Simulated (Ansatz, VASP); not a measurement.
WC: VASP beside Ansatz

```
CELL_PARAMETERS angstrom
0.00000 2.28070 2.28070
2.28070 0.00000 2.28070
2.28070 2.28070 0.00000
ATOMIC_POSITIONS crystal
W 0.00000 0.00000 0.00000
C 0.50000 0.50000 0.50000
```

Alike in both runs: task single point; functional PBEsol; k mesh 16 × 16 × 16; occupations gaussian, width 0.1 eV; no spin polarisation.

|  | VASP | Ansatz |
| --- | --- | --- |
| version | VASP 6.6.1 | Ansatz 0.2.0 |
| potentials or method | VASP PAW PBE potentials, release 64 (W_sv, C), cutoff 600 eV | scalar-relativistic, plane waves, PAW |
| valence electrons in the cell | 18 | 18 |

|  | VASP | Ansatz | Ansatz less VASP |
| --- | --- | --- | --- |
| gap on the k mesh at the Fermi level (eV) | none | none | - |
| pressure (GPa) | -40.9 | -41.4 | -0.54 |

VASP's potentials were made for PBE, not for PBEsol. A gap of «none» marks a metal or a gap that the smearing closes. Both programs put the cell under strong tension, so it lies far from rest at this level. With one functional, cell and mesh, what is left measures potentials, basis and numerics.

Spin-orbit coupling is off throughout. Noted on VASP's run: the cell as given lies far from equilibrium.
